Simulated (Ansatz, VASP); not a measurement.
Two plane-wave programs on NaI

POSCAR

```
NaI
1.0
    0.0000000000      3.2364000000      3.2364000000
    3.2364000000      0.0000000000      3.2364000000
    3.2364000000      3.2364000000      0.0000000000
Na I
1 1
Direct
    0.0000000000      0.0000000000      0.0000000000
    0.5579347423      0.4420652577      0.5579347423
```

Contents of INCAR.step1:

```
SYSTEM = NaI
PREC = Accurate
ENCUT = 520
ISMEAR = 0
SIGMA = 0.05
LREAL = .False.
LASPH = .True.
NELM = 100
NBANDS = 14
GGA = PE
ALGO = Normal
EDIFF = 1E-4
LWAVE = .True.
LCHARG = .False.
```

INCAR.step2

```
SYSTEM = NaI
PREC = Accurate
ENCUT = 520
EDIFF = 1E-6
ISMEAR = 0
SIGMA = 0.05
LREAL = .False.
LASPH = .True.
NELM = 100
ALGO = Normal
ISIF = 2
LWAVE = .False.
LCHARG = .True.
METAGGA = R2SCAN
LMIXTAU = .True.
LELF = .True.
LVHAR = .True.
NBANDS = 14
ISTART = 1
```

File KPOINTS:

```
regular mesh
0
Gamma
  6 6 6
  0 0 0
```

Input for Ansatz:

```yaml
crystal:
  lattice:
    - [0.0, 3.2364, 3.2364]
    - [3.2364, 0.0, 3.2364]
    - [3.2364, 3.2364, 0.0]
  atoms:
    - { symbol: Na, position: [0.0, 0.0, 0.0] }
    - { symbol: I, position: [0.5579347423, 0.4420652577, 0.5579347423] }
basis:
  ecutwfc: 500
kpoints:
  mp_grid: { grid: [6, 6, 6] }
hamiltonian:
  xc: r2scan
scf:
  occupations: { method: gaussian, width: 0.05 }
output:
  forces: true
  stress: true
  eigenvalues: true
  write_density: true
  write_potential: true
  elf: true
  volumetric_format: npy
```

Change from the starting cell: all I atoms moved +0.375 Å, as atom 2 along Cartesian [0 1 0].

Alike in both runs: task single point; functional r2SCAN; k mesh 6 × 6 × 6; occupations gaussian, width 0.05 eV; no spin polarisation.

|  | VASP | Ansatz |
| --- | --- | --- |
| version | VASP 6.6.1 | Ansatz 0.2.0 |
| potentials or method | VASP PAW PBE potentials, release 64 (Na_pv, I), cutoff 520 eV | scalar-relativistic, plane waves, PAW |
| valence electrons in the cell | 14 | 26 |

Ansatz gave:

```
gap on the k mesh at the Fermi level (eV)                     : 4.44
least direct gap on the mesh (eV)                             : 4.44
pressure (GPa)                                                : 0.7
traceless stress, the component that is largest in VASP (GPa) : 1.97
rms of the force components (eV/Å)                            : 0.317
```

Problem. Which values does VASP return?

Solution. gap on the k mesh at the Fermi level (eV): 4.45; least direct gap on the mesh (eV): 4.45; pressure (GPa): 0.7; traceless stress, the component that is largest in VASP (GPa): 1.97; rms of the force components (eV/Å): 0.316.

VASP's potentials were made for PBE, not for r2SCAN. Atom by atom the forces differ by 0.001 eV/Å (rms over components). With one functional, cell and mesh, what is left measures potentials, basis and numerics. VASP's potentials hold 14 valence electrons a cell and Ansatz's 26, so a difference there can come from the potentials and not from the codes.

Spin-orbit coupling is off throughout.
